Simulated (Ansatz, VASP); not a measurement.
# One calculation of CdAuC4N4, two programs

The input INCAR:

```
SYSTEM = CdAuC4N4
PREC = Accurate
ENCUT = 520
EDIFF = 1E-6
ISMEAR = 0
SIGMA = 0.1
LREAL = .False.
LASPH = .True.
NELM = 150
ALGO = Normal
ISIF = 2
LWAVE = .False.
LCHARG = .False.
ISPIN = 2
MAGMOM = 0 0 0 0 0 1 0 0 0 0
LORBIT = 11
LMAXMIX = 4
GGA = PE
NBANDS = 44
```

The input KPOINTS:

```
regular mesh
0
Gamma
  4 4 4
  0 0 0
```

POSCAR

```
CdAuC4N4
1.0
    5.9796167400      0.0000000000      0.0000000000
    0.0000000000      5.9796167400      0.0000000000
    0.0000000000      0.0000000000      5.9796167400
Cd C Au N
1 4 1 4
Direct
    0.0000000000      0.0000000000      0.0000000000
    0.1932026600      0.1932026600      0.1932026600
    0.1932026600      0.8067973400      0.8067973400
    0.8067973400      0.1932026600      0.8067973400
    0.8067973400      0.8067973400      0.1932026600
    0.5000000000      0.5000000000      0.5000000000
    0.3061697400      0.3061697400      0.3061697400
    0.3061697400      0.6938302600      0.6938302600
    0.6938302600      0.3061697400      0.6938302600
    0.6938302600      0.6938302600      0.3061697400
```

Input for Ansatz:

```yaml
crystal:
  lattice:
    - [5.97961674, 0.0, 0.0]
    - [0.0, 5.97961674, 0.0]
    - [0.0, 0.0, 5.97961674]
  atoms:
    - { symbol: Cd, position: [0.0, 0.0, 0.0] }
    - { symbol: C, position: [0.19320266, 0.19320266, 0.19320266] }
    - { symbol: C, position: [0.19320266, 0.80679734, 0.80679734] }
    - { symbol: C, position: [0.80679734, 0.19320266, 0.80679734] }
    - { symbol: C, position: [0.80679734, 0.80679734, 0.19320266] }
    - { symbol: Au, position: [0.5, 0.5, 0.5], spin: 1.0 }
    - { symbol: "N", position: [0.30616974, 0.30616974, 0.30616974] }
    - { symbol: "N", position: [0.30616974, 0.69383026, 0.69383026] }
    - { symbol: "N", position: [0.69383026, 0.30616974, 0.69383026] }
    - { symbol: "N", position: [0.69383026, 0.69383026, 0.30616974] }
basis:
  ecutwfc: 420
kpoints:
  mp_grid: { grid: [4, 4, 4] }
hamiltonian:
  xc: pbe
scf:
  occupations: { method: gaussian, width: 0.1 }
  lower_state_search: "off"
output:
  forces: true
  stress: true
  eigenvalues: true
  populations: true
magnetization:
  spin_polarized: true
```

Alike in both runs: task single point; functional PBE; k mesh 4 × 4 × 4; occupations gaussian, width 0.1 eV; collinear spin.

|  | VASP | Ansatz |
| --- | --- | --- |
| version | VASP 6.6.1 | Ansatz 0.2.0 |
| potentials or method | VASP PAW PBE potentials, release 64 (Cd, C, Au, N), cutoff 520 eV | scalar-relativistic, plane waves, PAW |
| valence electrons in the cell | 59 | 75 |

```csv
,VASP,Ansatz,Ansatz less VASP
gap on the k mesh at the Fermi level (eV),none,none,-
pressure (GPa),9.4,8.9,-0.49
rms of the force components (eV/Å),1.120,1.266,+0.1457
net moment per atom (μB),0.10,0.10,0.000
size of the moment on the site where the two differ most (μB),0.47,0.36,-0.111
```

Site moments also hang on the region over which each program counts them. Atom by atom the forces differ by 0.162 eV/Å (rms over components). A gap of «none» marks a metal or a gap that the smearing closes. With one functional, cell and mesh, what is left measures potentials, basis and numerics. VASP's potentials hold 59 valence electrons a cell and Ansatz's 75, so a difference there can come from the potentials and not from the codes.

Spin-orbit coupling is off throughout. Noted on VASP's run: the standard files for N, O and F lose accuracy on very short bonds.
